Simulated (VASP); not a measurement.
# B8N7 (a cell with a defect) in VASP: a series of runs

B8N7 (a cell with a defect) is run at these levels: PBE; tasks: single point.

Everything below comes from runs of VASP 6.6.1. Logs are shortened: lines on timing, memory, paths and dates and some standing lists are left out, and cuts for length are marked.

## (1) The cell of the first run

The cell holds a defect, 15 atoms: a = 5.098 Å, b = 5.105 Å, c = 5.105 Å, α = 75.56°, β = 60.04°, γ = 60.04°.

## (2) Single point, PBE

INCAR reads:

```
SYSTEM = B8N7
PREC = Accurate
ENCUT = 520
EDIFF = 1E-6
ISMEAR = 0
SIGMA = 0.05
LREAL = Auto
LASPH = .True.
NELM = 80
ALGO = Normal
ISIF = 2
LWAVE = .False.
LCHARG = .True.
GGA = PE
LELF = .True.
LVHAR = .True.
NBANDS = 42
NELECT = 56.0
```

KPOINTS reads:

```
Automatic mesh
0
Gamma
  6 6 6
  0 0 0
```

POSCAR reads:

```
B8N7
1.0
    0.0000000000      0.0000000000     -5.0982823342
    4.4227374162      0.0000000000     -2.5491411671
    0.0000000000     -4.4227374162     -2.5491411671
B N
8 7
Direct
    0.5757144903      0.1742855097      0.1742855097
    0.0757144903      0.1742855097      0.1742855097
    0.5000000000      0.3257144903      0.6742855097
    0.0000000000      0.3257144903      0.6742855097
    0.5000000000      0.6742855097      0.3257144903
    0.0000000000      0.6742855097      0.3257144903
    0.9242855097      0.8257144903      0.8257144903
    0.4242855097      0.8257144903      0.8257144903
    0.7500000000      0.8126165678      0.1873834322
    0.6873834322      0.3126165678      0.3126165678
    0.1873834322      0.3126165678      0.3126165678
    0.3126165678      0.6873834322      0.6873834322
    0.8126165678      0.6873834322      0.6873834322
    0.2100300270      0.2741992632      0.8057406828
    0.7500000000      0.1873834322      0.8126165678
```

Potentials or basis: VASP PAW PBE potentials, release 64 (B, N).

Run with:

```
cat potpaw_PBE.64/B/POTCAR potpaw_PBE.64/N/POTCAR > POTCAR
mpirun -np 1 vasp_std > vasp.out
```

OUTCAR:

```text
SYSTEM = B8N7
   PREC = Accurate
   ENCUT = 520
   EDIFF = 1E-6
   ISMEAR = 0
   LREAL = Auto
   LASPH = .True.
   NELM = 80
   ISIF = 2
   GGA = PE
   NELECT = 56.0

 ion  position               nearest neighbor table
   1  0.576  0.174  0.174-  10 1.54  11 1.54   9 1.60  15 1.60
   2  0.076  0.174  0.174-  10 1.54  11 1.54  14 1.69
   3  0.500  0.326  0.674-  14 1.42  15 1.54  10 1.60  12 1.60
   4  0.000  0.326  0.674-  14 1.42  15 1.54  11 1.60  13 1.60
   5  0.500  0.674  0.326-   9 1.54  10 1.60  12 1.60
   6  0.000  0.674  0.326-   9 1.54  11 1.60  13 1.60
   7  0.924  0.826  0.826-  12 1.54  13 1.54   9 1.60  15 1.60
   8  0.424  0.826  0.826-  12 1.54  13 1.54
   9  0.750  0.813  0.187-   5 1.54   6 1.54   1 1.60   7 1.60
  10  0.687  0.313  0.313-   1 1.54   2 1.54   3 1.60   5 1.60
  11  0.187  0.313  0.313-   1 1.54   2 1.54   4 1.60   6 1.60
  12  0.313  0.687  0.687-   7 1.54   8 1.54   3 1.60   5 1.60
  13  0.813  0.687  0.687-   7 1.54   8 1.54   4 1.60   6 1.60
  14  0.210  0.274  0.806-   3 1.42   4 1.42   2 1.69
  15  0.750  0.187  0.813-   3 1.54   4 1.54   1 1.60   7 1.60

  LATTYP: Found a body centered tetragonal cell.
 ALAT       =     6.2546952368
 C/A-ratio  =     0.8151128298

  Lattice vectors:

 A1 = (   4.4227374162,   0.0000000000,   2.5491411671)
 A2 = (  -4.4227374162,   0.0000000000,   2.5491411671)
 A3 = (   0.0000000000,  -4.4227374162,  -2.5491411671)

Analysis of symmetry for initial positions (statically):
=====================================================================
 Subroutine PRICEL returns:
 Original cell was already a primitive cell.

 Routine SETGRP: Setting up the symmetry group for a
 body centered tetragonal supercell.

 Subroutine GETGRP returns: Found  2 space group operations
 (whereof  1 operations were pure point group operations)
 out of a pool of 16 trial point group operations.

The static configuration has the point symmetry C_1 .
 The point group associated with its full space group is C_1h.

Analysis of symmetry for dynamics (positions and initial velocities):
=====================================================================
 Subroutine PRICEL returns:
 Original cell was already a primitive cell.

 Routine SETGRP: Setting up the symmetry group for a
 body centered tetragonal supercell.

 Subroutine GETGRP returns: Found  2 space group operations
 (whereof  1 operations were pure point group operations)
 out of a pool of 16 trial point group operations.

The dynamic configuration has the point symmetry C_1 .
 The point group associated with its full space group is C_1h.

 Subroutine INISYM returns: Found  2 space group operations
 (whereof  1 operations are pure point group operations),
 and found     1 'primitive' translations

----------------------------------------------------------------------------------------

                                     Primitive cell

  volume of cell :      99.7255

  direct lattice vectors                    reciprocal lattice vectors
     0.000000000  0.000000000 -5.098282334    -0.113052156  0.113052156 -0.196144492
     4.422737416  0.000000000 -2.549141167     0.226104312  0.000000000  0.000000000
     0.000000000 -4.422737416 -2.549141167     0.000000000 -0.226104312  0.000000000

  length of vectors
     5.098282334  5.104774916  5.104774916     0.253049880  0.226104312  0.226104312

  position of ions in fractional coordinates (direct lattice)
     0.575714490  0.174285510  0.174285510
     0.075714490  0.174285510  0.174285510
     0.500000000  0.325714490  0.674285510
     0.000000000  0.325714490  0.674285510
     0.500000000  0.674285510  0.325714490
     0.000000000  0.674285510  0.325714490
     0.924285510  0.825714490  0.825714490
     0.424285510  0.825714490  0.825714490
     0.750000000  0.812616568  0.187383432
     0.687383432  0.312616568  0.312616568
     0.187383432  0.312616568  0.312616568
     0.312616568  0.687383432  0.687383432
     0.812616568  0.687383432  0.687383432
     0.210030027  0.274199263  0.805740683
     0.750000000  0.187383432  0.812616568

  ion indices of the primitive-cell ions
   primitive index   ion index
                 1           1
[... 27 lines left out ...]
     0.037684052  0.000000000  0.000000000     0.000000000  0.166666667  0.000000000
     0.000000000 -0.037684052  0.000000000     0.000000000  0.000000000  0.166666667

  Length of vectors
     0.042174980  0.037684052  0.037684052

  Shift w.r.t. Gamma in fractional coordinates (k-lattice)
     0.000000000  0.000000000  0.000000000

 Subroutine IBZKPT returns following result:
 ===========================================

 Found     68 irreducible k-points:

 Following reciprocal coordinates:
            Coordinates               Weight
  0.000000  0.000000  0.000000      1.000000
  0.166667 -0.000000 -0.000000      4.000000
  0.166667  0.166667 -0.000000      4.000000
  0.333333  0.000000  0.000000      4.000000
  0.333333  0.333333  0.000000      4.000000
  0.500000  0.000000  0.000000      2.000000
[... 16 lines left out ...]
  0.166667  0.166667  0.333333      4.000000
  0.000000  0.333333  0.000000      2.000000
 [... further k-points ...]
   k-points           NKPTS =     68   k-points in BZ     NKDIM =     68   number of bands    NBANDS=     42
   number of dos      NEDOS =    301   number of ions     NIONS =     15
   total plane-waves  NPLWV =  64000
   dimension x,y,z NGX =    40 NGY =   40 NGZ =   40
   dimension x,y,z NGXF=    80 NGYF=   80 NGZF=   80
   ions per type =               8   7
   NGX,Y,Z   is equivalent  to a cutoff of  13.04, 13.03, 13.03 a.u.
   NGXF,Y,Z  is equivalent  to a cutoff of  26.09, 26.05, 26.05 a.u.
 SYSTEM =  B8N7
   PREC   = accura    normal or accurate (medium, high low for compatibility)
   ISTART =      0    job   : 0-new  1-cont  2-samecut
   ICHARG =      2    charge: 1-file 2-atom 10-const
   ISPIN  =      1    spin polarized calculation?
   LNONCOLLINEAR =      F non collinear calculations
   LSORBIT =      F    spin-orbit coupling
   LASPH  =      T    aspherical Exc in radial PAW
   ENCUT  =  520.0 eV  38.22 Ry    6.18 a.u.   9.48  9.49  9.49*2*pi/ulx,y,z
   NELM   =     80;   NELMIN=  2; NELMDL= -5     # of ELM steps
   EDIFF  = 0.1E-05   stopping-criterion for ELM
   LREAL  =      T    real-space projection
   EDIFFG = 0.1E-04   stopping-criterion for IOM
   NSW    =      0    number of steps for IOM
   IBRION =     -1    ionic relax: 0-MD 1-quasi-New 2-CG
   NFREE  =      0    steps in history (QN), initial steepest desc. (CG)
   ISIF   =      2    stress and relaxation
   ISYM   =      2    0-nonsym 1-usesym 2-fastsym
   POTIM  = 0.5000    time-step for ionic-motion
   TEBEG  =    0.0;   TEEND  =   0.0 temperature during run
   PSTRESS=    0.0 pullay stress
   NELECT =      56.0000    total number of electrons
   NUPDOWN=      -1.0000    fix difference up-down
   EMIN   =  10.00;   EMAX   =-10.00  energy-range for DOS
   EFERMI =   0.00;   METHOD = LEGACY
   ISMEAR =     0;   SIGMA  =   0.05  broadening in eV -4-tet -1-fermi 0-gaus
   EFERMI_NEDOS =   21; number of points for ismear=-14 and -15
   IALGO  =     38    algorithm
   IMIX   =      4    mixing-type and parameters
     AMIX     =   0.40;   BMIX     =  1.00
     AMIX_MAG =   1.60;   BMIX_MAG =  1.00
  volume/ion in A,a.u.               =       6.65        44.87
  Fermi-wavevector in a.u.,A,eV,Ry     =   1.350627  2.552315 24.819658  1.824193
  Thomas-Fermi vector in A             =   2.478116
   LORBIT       =      0    0 simple, 1 ext, 2 COOP (PROOUT), +10 PAW based schemes
   GGA     = PE    functional components
   LHFCALC =     F    Hartree Fock is set to
   AEXX    =    0.0000 exact exchange contribution
   IVDW    =     0    specifies the selected vdW correction
   LEPSILON=     F    determine dielectric tensor
   LRPA    =     F    only Hartree local field effects (RPA)
 non-spin polarized calculation
 Gauss-broadening in eV      SIGMA  =   0.05
  energy-cutoff  :      520.00
  volume of cell :       99.73
 maximum number of plane-waves:      2710
 NGX is ok and might be reduce to    40
   NGX = 19   NGY = 19   NGZ = 19

 number of electron      56.0000003 magnetization

 Free energy of the ion-electron system (eV)
  ---------------------------------------------------
  ext. energy  EPLUGINS =         0.00000000
  ---------------------------------------------------
  free energy    TOTEN  =      -140.81532328 eV

  energy without entropy =     -140.81187046  energy(sigma->0) =     -140.81359687

 E-fermi :   5.0819     XC(G=0): -11.8616

 val. band max:        5.0728603197   @ k =   0.5000   0.5000   0.0000
 cond. band min:       5.0836001067   @ k =   0.1667  -0.3333   0.3333
 fundamental gap:      0.0107397870
 Fermi energy:         5.0819393314

 k-point     1 :       0.0000    0.0000    0.0000
  band No.  band energies     occupation
      1     -13.4742      2.00000
      2     -10.0605      2.00000
      3     -10.0000      2.00000
      4      -9.8535      2.00000
      5      -9.2790      2.00000
      6      -8.7390      2.00000
[... 1021 lines left out ...]
     39      15.0505      0.00000
     40      15.5709      0.00000

 [... further k-points ...]

 [bands above 40 left out]

------------------------ aborting loop because EDIFF is reached ----------------------------------------

  FORCE on cell =-STRESS in cart. coord.  units (eV):
  Direction    XX          YY          ZZ          XY          YZ          ZX
  --------------------------------------------------------------------------------------
  -------------------------------------------------------------------------------------
  Total      -34.8538401    -36.4602556    -30.9173498      0.3877072      0.0000000      0.0000000
  in kB     -559.9574456   -585.7659168   -496.7142834      6.2288558      0.0000000      0.0000000
  external PRESSURE =    -547.4792153 kB  Pullay stress =       0.0000000 kB

 VOLUME and BASIS-vectors are now :
 -----------------------------------------------------------------------------
  energy-cutoff  :      520.00
  volume of cell :       99.73
      direct lattice vectors                 reciprocal lattice vectors
     0.000000000  0.000000000 -5.098282334    -0.113052156  0.113052156 -0.196144492
     4.422737416  0.000000000 -2.549141167     0.226104312  0.000000000  0.000000000
     0.000000000 -4.422737416 -2.549141167     0.000000000 -0.226104312  0.000000000

 POSITION                                       TOTAL-FORCE (eV/Angst)
 -----------------------------------------------------------------------------------
      0.77082     -0.77082     -3.82371        -0.396456     -0.614891     -0.000000
      0.77082     -0.77082     -1.27457         3.923070      1.442045     -0.000000
      1.44055     -2.98219     -5.09828         0.294800      0.724578     -2.500991
      1.44055     -2.98219     -2.54914         0.294800      0.724578      2.500991
      2.98219     -1.44055     -5.09828        -1.385496     -1.070933     -3.403837
      2.98219     -1.44055     -2.54914        -1.385496     -1.070933      3.403837
      3.65192     -3.65192     -8.92199         0.170525     -0.515237     -0.000000
      3.65192     -3.65192     -6.37285        -0.857997      2.452237     -0.000000
      3.59399     -0.82875     -6.37285         0.279277      0.152316      0.000000
      1.38262     -1.38262     -5.09828        -0.600570      1.100510      0.323641
      1.38262     -1.38262     -2.54914        -0.600570      1.100510     -0.323641
      3.04012     -3.04012     -5.09828         2.943650     -0.410403     -0.537031
      3.04012     -3.04012     -7.64742         2.943650     -0.410403      0.537031
      1.21271     -3.56358     -3.82371        -5.981058     -4.396180     -0.000000
      0.82875     -3.59399     -6.37285         0.357870      0.792207     -0.000000
 -----------------------------------------------------------------------------------
    total drift:                               -0.000801     -0.000208     -0.000000

  FREE ENERGIE OF THE ION-ELECTRON SYSTEM (eV)
  ---------------------------------------------------
  free  energy   TOTEN  =      -140.8153232803 eV

  energy  without entropy=     -140.8118704588  energy(sigma->0) =     -140.81359687
```

Wall time 12 min (1 thread of Intel Xeon Platinum 8259CL at 2.50GHz (Skylake/Cascade Lake), shared host); peak memory 0.34 GiB.

What came out:

| Quantity | Value |
| --- | --- |
| Free energy | -140.8153 eV |
| Largest force | 7.423 eV/Å |

Forces on the atoms (eV/Å):
```
B   -0.396 -0.615  0.000
B    3.923  1.442  0.000
B    0.295  0.725 -2.501
B    0.295  0.725  2.501
B   -1.385 -1.071 -3.404
B   -1.385 -1.071  3.404
B    0.171 -0.515  0.000
B   -0.858  2.452  0.000
N    0.279  0.152  0.000
N   -0.601  1.101  0.324
N   -0.601  1.101 -0.324
N    2.944 -0.410 -0.537
N    2.944 -0.410  0.537
N   -5.981 -4.396  0.000
N    0.358  0.792  0.000
```

Levels at points of the mesh, in eV from the Fermi level:
| k point | band 25 | band 26 | band 27 | band 28 | band 29 | band 30 | band 31 | band 32 |
| --- | --- | --- | --- | --- | --- | --- | --- | --- |
| (0.00, 0.00, 0.00) | -1.00 | -0.45 | -0.08 | 0.05 | 1.18 | 4.33 | 6.59 | 6.71 |
| (0.50, 0.00, 0.00) | -0.89 | -0.81 | -0.38 | -0.29 | 0.26 | 3.56 | 4.31 | 5.87 |
| (0.50, 0.50, 0.00) | -1.08 | -0.85 | -0.47 | -0.01 | 0.53 | 3.27 | 4.52 | 5.76 |
| (0.00, 0.50, 0.00) | -0.95 | -0.71 | -0.61 | -0.47 | 0.41 | 3.26 | 5.54 | 6.18 |
| (0.00, 0.00, 0.50) | -1.07 | -0.84 | -0.75 | -0.45 | 0.86 | 3.10 | 5.32 | 6.18 |
| (0.00, 0.50, 0.50) | -2.06 | -1.79 | -1.52 | -1.36 | -0.03 | 3.12 | 4.37 | 5.51 |

Caveat: the cell carries a net charge on a neutralising background, which shifts energy and pressure; the cell differs from its parent crystal (atoms taken out, atom 14 moved -0.125 of the way to it and -0.250 Å across, host rigid); the cell is charged against a uniform background, so pressure and absolute levels hang on convention.

## (3) Single point, PBE

INCAR reads:

```
SYSTEM = B8N7
ALGO     = Normal         ! electronic algorithm
EDIFF    = 1E-6           ! SCF threshold, eV
ENCUT    = 520            ! plane-wave cutoff, eV
GGA      = PE             ! functional
ISIF     = 2              ! what is computed and relaxed
ISMEAR   = 0              ! smearing method
LASPH    = .TRUE.         ! aspherical terms in the spheres
LCHARG   = .FALSE.        ! write CHGCAR
LREAL    = Auto         
LWAVE    = .FALSE.        ! write WAVECAR
NBANDS   = 42             ! bands
NELECT   = 56.0         
NELM     = 100            ! most SCF steps
PREC     = Accurate       ! precision mode
SIGMA    = 0.05           ! smearing width, eV
```

KPOINTS reads:

```
k-points
0
G
  6 6 6
  0 0 0
```

POSCAR: that of step 2 with these lines changed.

```diff
@@ -21,3 +21,3 @@
     0.8126165678      0.6873834322      0.6873834322
-    0.2100300270      0.2741992632      0.8057406828
+    0.1700600539      0.2204775202      0.9394023720
     0.7500000000      0.1873834322      0.8126165678
```

Potentials or basis: VASP PAW PBE potentials, release 64 (B, N).

Run with:

```
cat potpaw_PBE.64/B/POTCAR potpaw_PBE.64/N/POTCAR > POTCAR
mpirun -np 1 vasp_std > vasp.out
```

It took 13 min on 1 thread of Intel Xeon Platinum 8259CL at 2.50GHz (Skylake/Cascade Lake), shared host; peak memory 0.34 GiB.

The run converged. Its results:

```
Free energy   : -135.1034 eV
Largest force : 44.447 eV/Å
```

Forces on the atoms (eV/Å):
```
B    -0.707   0.113   0.000
B    -3.251 -35.749   0.000
B     0.514  -0.977  -1.327
B     0.514  -0.977   1.327
B    -1.847  -1.350  -3.749
B    -1.847  -1.350   3.749
B     0.399  -0.551   0.000
B    -0.621   2.451   0.000
N     0.502   0.516   0.000
N     0.220  -2.708   2.787
N     0.220  -2.708  -2.787
N     1.362  -0.688   0.004
N     1.362  -0.688  -0.004
N     3.338  44.322   0.000
N    -0.158   0.346   0.000
```

Levels at points of the mesh, in eV from the Fermi level:
```tsv
k point	band 24	band 25	band 26	band 27	band 28	band 29	band 30	band 31	band 32	band 33
(0.00, 0.00, 0.00)	-1.70	-1.64	-0.57	-0.26	0.37	0.47	5.53	5.79	6.34	7.29
(0.50, 0.00, 0.00)	-2.64	-1.24	-1.12	-0.90	-0.57	0.37	3.18	5.01	5.39	6.33
(0.50, 0.50, 0.00)	-2.03	-1.63	-1.22	-1.04	-0.24	0.51	3.16	4.85	5.65	6.32
(0.00, 0.50, 0.00)	-2.25	-1.16	-1.13	-0.87	-0.38	0.39	3.77	5.34	5.73	6.49
(0.00, 0.00, 0.50)	-2.21	-1.29	-1.25	-0.72	0.17	0.34	3.09	5.76	6.41	6.71
(0.00, 0.50, 0.50)	-2.44	-2.42	-1.95	-1.73	-0.42	0.38	3.24	4.24	5.23	5.47
```

Caveat: the cell carries a net charge on a neutralising background, which shifts energy and pressure; the cell differs from its parent crystal (atoms taken out, atom 14 moved 0.125 of the way to it and -0.500 Å across, host rigid); the cell is charged against a uniform background, so pressure and absolute levels hang on convention; atoms lie so close that the PAW spheres overlap strongly, which falsifies energies and pressures.
